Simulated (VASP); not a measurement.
The system is MoS2.

```
CELL_PARAMETERS angstrom
1.59259 0.91948 7.43833
-1.59259 0.91948 7.43833
0.00000 -1.83896 7.43833
ATOMIC_POSITIONS crystal
Mo 0.99978 0.99978 0.99978
S 0.40313 0.40313 0.40313
S 0.26309 0.26309 0.26309
```

| Quantity | Value |
| --- | --- |
| Program | VASP 6.6.1 |
| Task | relaxation of cell and atoms |
| Functional | PBE |
| Potentials or basis | VASP PAW PBE potentials, release 64 (Mo_sv, S) |
| Cutoff | 600 eV |
| k mesh | 12 × 12 × 12 |
| Occupations | gaussian, width 0.02 eV |
| Spin | no spin polarisation |
| Hubbard terms | Mo d U = 6.0 eV |

At the start: pressure 3.1 GPa; volume 21.78 Å³/atom.

How do energy, volume and symmetry change on relaxing?

Over 9 steps the energy falls by 5.5 meV/atom and the volume is 22.29 Å³/atom (+2.3 %); space group R3m (No. 160, to 0.1 Å) before and after.

Step by step:
| step | energy change (eV) | largest force (eV/Å) | pressure (GPa) | volume (Å³) |
| --- | --- | --- | --- | --- |
| 1 | 0.0000 | 0.4211 | 3.07 | 65.35 |
| 2 | 0.0361 | 0.8278 | -4.72 | 69.39 |
| 3 | -0.0160 | 0.0528 | 0.05 | 66.75 |
| 4 | -0.0160 | 0.0444 | 0.08 | 66.72 |
| 5 | -0.0166 | 0.0062 | 0.02 | 66.86 |
| 6 | -0.0166 | 0.0081 | 0.02 | 66.87 |
| 7 | -0.0166 | 0.0001 | -0.03 | 66.88 |
| 8 | -0.0166 | 0.0009 | -0.04 | 66.88 |
| 9 | -0.0166 | 0.0025 | -0.03 | 66.88 |

Final structure:
```xyz
3
Lattice="1.6071 0.9279 7.4746 -1.6071 0.9279 7.4746 0.0000 -1.8558 7.4746" Properties=species:S:1:pos:R:3 pbc="T T T"
Mo    0.0000    0.0000   22.4187
S     0.0000    0.0000    9.0456
S     0.0000    0.0000    5.8936
```
